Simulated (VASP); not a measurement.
Set up this calculation in VASP 6.6.1, as the native input.

```yaml
Task: single point
Functional: PBE
Potentials_or_basis: VASP PAW PBE potentials, release 64 (Hg_sv_GW, O)
Cutoff: 700 eV
k_mesh: 4 × 4 × 3
Occupations: gaussian, width 0.15 eV
Spin: no spin polarisation
Dipole_correction: no
Further_INCAR_settings: ALGO = Normal; EDIFF = 1e-06; NBANDS = 30
```

The structure of Hg2O lies in POSCAR:

```
Hg2O
1.0
    5.0043039334     -0.0000000032      0.0000000000
   -2.5021519639      4.3338543362      0.0000000000
    0.0000000000      0.0000000000      2.7316266069
Hg O
2 1
Direct
    0.3333333333      0.6666666667      0.5000000000
    0.6666666667      0.3333333333      0.5000000000
    0.0000000000      0.0000000000      0.0000000000
```

The cell was generated, and may not be a known phase.

One way to write it, as run:

INCAR

```
  PREC = Accurate
  ENCUT = 700
  EDIFF = 1E-6
  ISMEAR = 0
  SIGMA = 0.15
  LREAL = False
  LASPH = True
  NELM = 120
  ALGO = Normal
  ISIF = 2
  LWAVE = False
  LCHARG = True
  GGA = PE
  LELF = True
  LVHAR = True
  NBANDS = 30
  GGA_COMPAT = False
```

KPOINTS

```
regular mesh
0
Gamma
  4 4 3
```

Potentials or basis: VASP PAW PBE potentials, release 64 (Hg_sv_GW, O).

Run with:

```sh
$ cat potpaw_PBE.64/Hg_sv_GW/POTCAR potpaw_PBE.64/O/POTCAR > POTCAR
$ mpirun -np 1 vasp_std > vasp.out
```

It gave:

| Item | Value |
| --- | --- |
| Pressure | -0.4 GPa |
| Band gap on the k mesh | zero (bands 23 and 24 overlap by 0.23 eV) |

Caveat: the k points lie up to 0.77 Å⁻¹ apart; semilocal functionals underestimate gaps, and a narrow one can read as zero; spin-orbit coupling is left out, which moves the levels of the heavy elements.

Run time: 28 s on 1 thread of AMD EPYC 7R13 Processor (Zen 3), on a shared host, peak memory 0.2 GiB.
